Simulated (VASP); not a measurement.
Write the native input for VASP 6.6.1 that does the following.

| Quantity | Value |
| --- | --- |
| Task | single point |
| Functional | PBE |
| Potentials or basis | VASP PAW PBE potentials, release 64 (Be) |
| Cutoff | 520 eV |
| k mesh | 26 × 26 × 15 |
| Occupations | fermi-dirac, width 0.1 eV |
| Spin | no spin polarisation |
| Dipole correction | no |
| Further INCAR settings | ALGO = Normal; EDIFF = 1e-06; NBANDS = 9 |

The structure of Be lies in POSCAR:

```
Be
1.0
    2.2656737714      0.0000000000      0.0000000000
   -1.1328368857      1.9621310427      0.0000000000
    0.0000000000      0.0000000000      3.5587036811
Be
2
Direct
    0.3333333333      0.6666666667      0.2500000000
    0.6666666667      0.3333333333      0.7500000000
```

The input as run:

INCAR

```
PREC = Accurate
ENCUT = 520
EDIFF = 1E-6
ISMEAR = -1
SIGMA = 0.1
LREAL = False
LASPH = True
NELM = 60
ALGO = Normal
ISIF = 2
LWAVE = False
LCHARG = True
GGA = PE
LELF = True
LVHAR = True
NBANDS = 9
```

KPOINTS

```
regular mesh
0
Gamma
  26 26 15
```

Potentials or basis: VASP PAW PBE potentials, release 64 (Be).

Command:

```sh
$ cat potpaw_PBE.64/Be/POTCAR > POTCAR
$ mpirun -np 1 vasp_std > vasp.out
```

It gave:

```json
{"Pressure": "0.1 GPa", "Band gap on the k mesh": "zero (bands 2 and 3 overlap by 1.70 eV)"}
```

Wall time 95 s on 1 thread of Intel Xeon 8259CL (shared host), peak memory 0.18 GiB.
